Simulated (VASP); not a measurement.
# HfO2 in VASP: further runs, part 2 of 2

VASP 6.6.1.

### Step 3. Electric field gradients, LDA

The input, INCAR:

```
PREC     = Accurate       # precision mode
ENCUT    = 520            # plane-wave cutoff, eV
EDIFF    = 1E-8           # SCF threshold, eV
ISMEAR   = -1             # smearing method
SIGMA    = 0.01           # smearing width, eV
LREAL    = F              # projectors in reciprocal space
LASPH    = T              # aspherical terms in the spheres
NELM     = 120            # most SCF steps
ALGO     = Normal         # electronic algorithm
ISIF     = 2              # what is computed and relaxed
LWAVE    = F              # write WAVECAR
LCHARG   = F              # write CHGCAR
GGA      = CA             # functional
LEFG     = T            
NBANDS   = 18             # bands
GGA_COMPAT= F
```

The input, KPOINTS:

```
regular mesh
0
Gamma
  8 8 8
```

The input, POSCAR:

```
HfO2
1.0
    0.0000000000      2.5575000000      2.5575000000
    2.5575000000      0.0000000000      2.5575000000
    2.5575000000      2.5575000000      0.0000000000
Hf O
1 2
Direct
    0.0000000000      0.0000000000      0.0000000000
    0.2500000000      0.2500000000      0.2500000000
    0.7500000000      0.7500000000      0.7500000000
```

Potentials or basis: VASP PAW LDA potentials, release 64 (Hf_pv, O).

Command:

```sh
> cat potpaw_LDA.64/Hf_pv/POTCAR potpaw_LDA.64/O/POTCAR > POTCAR
> mpirun -np 1 vasp_std > vasp.out
```

OUTCAR:

```text
PREC = Accurate
   ENCUT = 520
   EDIFF = 1E-8
   ISMEAR = -1
   LREAL = F
   LASPH = T
   NELM = 120
   ISIF = 2
   GGA = CA

 ion  position               nearest neighbor table
   1  0.000  0.000  0.000-   3 2.21   3 2.21   3 2.21   2 2.21   3 2.21   2 2.21   2 2.21   2 2.21

   2  0.250  0.250  0.250-   1 2.21   1 2.21   1 2.21   1 2.21
   3  0.750  0.750  0.750-   1 2.21   1 2.21   1 2.21   1 2.21

  LATTYP: Found a face centered cubic cell.
 ALAT       =     5.1150000000

  Lattice vectors:

 A1 = (   0.0000000000,   2.5575000000,   2.5575000000)
 A2 = (   2.5575000000,   0.0000000000,   2.5575000000)
 A3 = (   2.5575000000,   2.5575000000,   0.0000000000)

Analysis of symmetry for initial positions (statically):
=====================================================================
 Subroutine PRICEL returns:
 Original cell was already a primitive cell.

[... 699 lines left out ...]
     2.557500000  0.000000000  2.557500000     0.195503421 -0.195503421  0.195503421
     2.557500000  2.557500000  0.000000000     0.195503421  0.195503421 -0.195503421

 POSITION                                       TOTAL-FORCE (eV/Angst)
 -----------------------------------------------------------------------------------
      0.00000      0.00000      0.00000        -0.000000     -0.000000     -0.000000
      1.27875      1.27875      1.27875        -0.000000     -0.000000     -0.000000
      3.83625      3.83625      3.83625         0.000000      0.000000      0.000000
 -----------------------------------------------------------------------------------
    total drift:                                0.000000      0.000000      0.000000

  FREE ENERGIE OF THE ION-ELECTRON SYSTEM (eV)
  ---------------------------------------------------
  free  energy   TOTEN  =       -32.9104647005 eV

  energy  without entropy=      -32.9104647005  energy(sigma->0) =      -32.91046470

 Electric field gradients (V/A^2)
---------------------------------------------------------------------
 ion       V_xx      V_yy      V_zz      V_xy      V_xz      V_yz
---------------------------------------------------------------------
   1      -0.000    -0.000     0.000    -0.000    -0.000    -0.000
   2      -0.000     0.000    -0.000    -0.001    -0.001    -0.001
   3      -0.000     0.000    -0.000    -0.001    -0.001    -0.001
---------------------------------------------------------------------

 Electric field gradients after diagonalization (V/A^2)
 (convention: |V_zz| > |V_xx| > |V_yy|)
----------------------------------------------------------------------
 ion       V_xx      V_yy      V_zz     asymmetry (V_yy - V_xx)/ V_zz
----------------------------------------------------------------------
   1       0.000     0.000    -0.000       0.000
   2       0.001     0.001    -0.002       0.000
   3       0.001     0.001    -0.002       0.000
----------------------------------------------------------------------

           NMR quadrupolar parameters

 Cq : quadrupolar parameter    Cq=e*Q*V_zz/h
 eta: asymmetry parameters     (V_yy - V_xx)/ V_zz
 Q  : nuclear electric quadrupole moment in mb (millibarn)
----------------------------------------------------------------------
 ion       Cq(MHz)       eta       Q (mb)
----------------------------------------------------------------------
   1      -0.000       0.000       1.000
   2      -0.000       0.000       1.000
   3      -0.000       0.000       1.000
----------------------------------------------------------------------
```

OSZICAR:

```text
N       E                     dE             d eps       ncg     rms          rms(c)
DAV:   1     0.859264399152E+02    0.85926E+02   -0.12815E+04  1044   0.121E+03
DAV:   2    -0.345178001998E+02   -0.12044E+03   -0.11726E+03  1346   0.285E+02
DAV:   3    -0.385928711866E+02   -0.40751E+01   -0.40609E+01  1224   0.454E+01
DAV:   4    -0.386145255553E+02   -0.21654E-01   -0.21649E-01  1282   0.376E+00
DAV:   5    -0.386146592393E+02   -0.13368E-03   -0.13368E-03  1186   0.279E-01    0.468E+01
DAV:   6    -0.331767570239E+02    0.54379E+01   -0.20478E+01  1064   0.315E+01    0.412E+01
DAV:   7    -0.329926821291E+02    0.18407E+00   -0.74974E-01  1180   0.699E+00    0.290E+01
DAV:   8    -0.329400012634E+02    0.52681E-01   -0.39372E-01  1152   0.528E+00    0.987E+00
DAV:   9    -0.329108104200E+02    0.29191E-01   -0.79506E-02  1118   0.234E+00    0.291E+00
DAV:  10    -0.329104780838E+02    0.33234E-03   -0.21423E-03  1226   0.339E-01    0.447E-01
DAV:  11    -0.329104636253E+02    0.14458E-04   -0.14674E-04  1188   0.101E-01    0.664E-02
DAV:  12    -0.329104646460E+02   -0.10207E-05   -0.29782E-06  1324   0.130E-02    0.229E-02
DAV:  13    -0.329104646937E+02   -0.47741E-07   -0.18012E-07  1238   0.318E-03    0.457E-03
DAV:  14    -0.329104647005E+02   -0.68455E-08   -0.49213E-08  1100   0.127E-03
   1 F= -.32910465E+02 E0= -.32910465E+02  d E =-.126563E-12
```

stdout:

```text
POSCAR found type information on POSCAR HfO
 POSCAR found :  2 types and       3 ions
 scaLAPACK will be used
 LDA part: xc-table for (Slater(with rela. corr.)+CA(PZ))
 , standard interpolation
 POSCAR, INCAR and KPOINTS ok, starting setup
 FFT: planning ... GRIDC
 FFT: planning ... GRID_SOFT
 FFT: planning ... GRID
 WAVECAR not read
 entering main loop
ion   1

ion   2

ion   3
```

It took 8.5 s on 1 thread of Intel Xeon 6975P-C (Granite Rapids), shared host; peak memory 0.14 GiB.

Results:

| Property | Result |
| --- | --- |
| Free energy | -32.9105 eV |
| Pressure | -19.3 GPa |
| Band gap on the k mesh | 3.52 eV, direct |

Caveat: without QUAD_EFG the Cq values of the log hold for a quadrupole moment of 1 mb, not for the nuclei; spin-orbit coupling is left out, which moves the levels of the heavy elements. LDA gaps usually lie below the measured ones, often by a third to a half.
